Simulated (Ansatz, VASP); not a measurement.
# Two plane-wave programs on V

INCAR

```
PREC = Accurate
ENCUT = 520
EDIFF = 1E-6
ISMEAR = -1
SIGMA = 0.05
LREAL = False
LASPH = True
NELM = 150
ALGO = Normal
ISIF = 2
LWAVE = False
LCHARG = True
ISPIN = 2
MAGMOM = 2
LORBIT = 11
LMAXMIX = 4
GGA = PE
LELF = True
LVHAR = True
NBANDS = 16
```

The input KPOINTS:

```
regular mesh
0
Gamma
  12 12 12
```

File POSCAR:

```
V
1.0
    0.0000000000      1.8563156760      1.8563156760
    1.8563156760      0.0000000000      1.8563156760
    1.8563156760      1.8563156760      0.0000000000
V
1
Direct
    0.0000000000      0.0000000000      0.0000000000
```

File input.yaml:

```yaml
crystal:
  lattice:
    - [0.0, 1.856315676, 1.856315676]
    - [1.856315676, 0.0, 1.856315676]
    - [1.856315676, 1.856315676, 0.0]
  atoms:
    - { symbol: V, position: [0.0, 0.0, 0.0], spin: 2.0 }
hamiltonian:
  xc: pbe
  pseudopotentials: { kind: paw }
magnetization:
  spin_polarized: true
kpoints:
  mp_grid: { grid: [12, 12, 12] }
scf:
  occupations: { method: fermi_dirac, width: 0.05 }
output:
  forces: true
  stress: true
  eigenvalues: true
```

Alike in both runs: task single point; functional PBE; k mesh 12 × 12 × 12; occupations fermi-dirac, width 0.05 eV; collinear spin.

```csv
,VASP,Ansatz
version,VASP 6.6.1,Ansatz 0.2.0
potentials or method,"VASP PAW PBE potentials, release 64 (V_sv)",Ansatz PAW
plane-wave cutoff (eV),520,420
valence electrons in the cell,13,13
```

Ansatz gave:

- gap on the k mesh at the Fermi level (eV): none
- pressure (GPa): 17.2
- net moment per atom (μB): 0.00

Problem. What did VASP give for the same quantities?

Solution. gap on the k mesh at the Fermi level (eV): none; pressure (GPa): 17.4; net moment per atom (μB): 0.00.

A gap of «none» marks a metal or a gap that the smearing closes.
